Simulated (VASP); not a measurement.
Write the native input for VASP 6.6.1 that does the following.

```
Task                   : single point
Functional             : PBE
Potentials or basis    : VASP PAW PBE potentials, release 64 (Co_sv, O)
Cutoff                 : 600 eV
k mesh                 : 11 × 11 × 11
Occupations            : fermi-dirac, width 0.05 eV
Spin                   : collinear spin, ferromagnetic start
Starting moments       : [3.5, 0.0] μB
Dipole correction      : no
Second run             : valence_matched
Further INCAR settings : ALGO = Normal; EDIFF = 1e-06; NBANDS = 22
```

The structure of CoO lies in POSCAR:

```
CoO
1.0
    0.0000000000      2.1315000000      2.1315000000
    2.1315000000      0.0000000000      2.1315000000
    2.1315000000      2.1315000000      0.0000000000
Co O
1 1
Direct
    0.0000000000      0.0000000000      0.0000000000
    0.5000000000      0.5000000000      0.5000000000
```

One way to write it, as run:

INCAR

```
SYSTEM = CoO
PREC = Accurate
ENCUT = 600
EDIFF = 1E-6
ISMEAR = -1
SIGMA = 0.05
LREAL = .FALSE.
LASPH = .TRUE.
NELM = 200
ALGO = Normal
ISIF = 2
LWAVE = .FALSE.
LCHARG = .FALSE.
ISPIN = 2
MAGMOM = 3.5 0
LORBIT = 11
LMAXMIX = 4
GGA = PE
NBANDS = 22
GGA_COMPAT = .FALSE.
```

KPOINTS

```
Automatic mesh
0
G
  11 11 11
  0 0 0
```

Potentials or basis: VASP PAW PBE potentials, release 64 (Co_sv, O).

Command:

```console
$ cat potpaw_PBE.64/Co_sv/POTCAR potpaw_PBE.64/O/POTCAR > POTCAR
$ mpirun -np 1 vasp_std > vasp.out
```

Results of the run:

The pressure is -4.8 GPa, the net moment is 2.92 μB per cell and the site moments are Co +2.52; O +0.29 μB. The valence electrons inside the program's atomic spheres are Co 14.87; O 4.98.

Caveat: a cell with one magnetic atom can't hold antiferromagnetic order, which such compounds often take.

Wall time 59 s on 1 thread of AMD EPYC 9R45 (Zen 5), with other jobs on the host, peak memory 0.14 GiB.
